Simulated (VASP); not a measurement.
Set up this calculation in VASP 6.6.1, as the native input.

```
Task                   : single point
Functional             : PBE
Potentials or basis    : VASP PAW PBE potentials, release 64 (Ni)
Cutoff                 : 520 eV
k mesh                 : 15 × 15 × 15
Occupations            : methfessel-paxton, width 0.2 eV
Spin                   : collinear spin, ferromagnetic start
Starting moments       : [0.672] μB
Dipole correction      : no
Further INCAR settings : ALGO = Normal; EDIFF = 1e-06; NBANDS = 15
```

The structure of Ni lies in POSCAR:

```
Ni
1.0
    0.0000000000      1.7596893266      1.7596893266
    1.7596893266      0.0000000000      1.7596893266
    1.7596893266      1.7596893266      0.0000000000
Ni
1
Direct
    0.0000000000      0.0000000000      0.0000000000
```

These files were run (other wordings do the same):

INCAR

```
SYSTEM = Ni
ALGO     = Normal         ! electronic algorithm
EDIFF    = 1E-6           ! SCF threshold, eV
ENCUT    = 520            ! plane-wave cutoff, eV
GGA      = PE             ! functional
ISIF     = 2              ! what is computed and relaxed
ISMEAR   = 1              ! smearing method
ISPIN    = 2              ! spin polarisation
LASPH    = .TRUE.         ! aspherical terms in the spheres
LCHARG   = .FALSE.        ! write CHGCAR
LMAXMIX  = 4              ! l up to which the mixer works
LORBIT   = 11             ! projections on sites
LREAL    = .FALSE.        ! projectors in reciprocal space
LWAVE    = .FALSE.        ! write WAVECAR
MAGMOM   = 0.672          ! initial moments
NBANDS   = 15             ! bands
NELM     = 150            ! most SCF steps
PREC     = Accurate       ! precision mode
SIGMA    = 0.2            ! smearing width, eV
```

KPOINTS

```
k-points
0
G
  15 15 15
  0 0 0
```

Potentials or basis: VASP PAW PBE potentials, release 64 (Ni).

Launch:

```bash
$ cat potpaw_PBE.64/Ni/POTCAR > POTCAR
$ mpirun -np 1 vasp_std > vasp.out
```

Results of the run:

The pressure is -0.2 GPa and the net moment is 0.65 μB per cell. The site moments are Ni +0.66 μB. The valence electrons inside the program's atomic spheres are Ni 9.31.

It took 66 s on 1 thread of Intel Xeon 8259CL (shared host), peak memory 0.15 GiB.
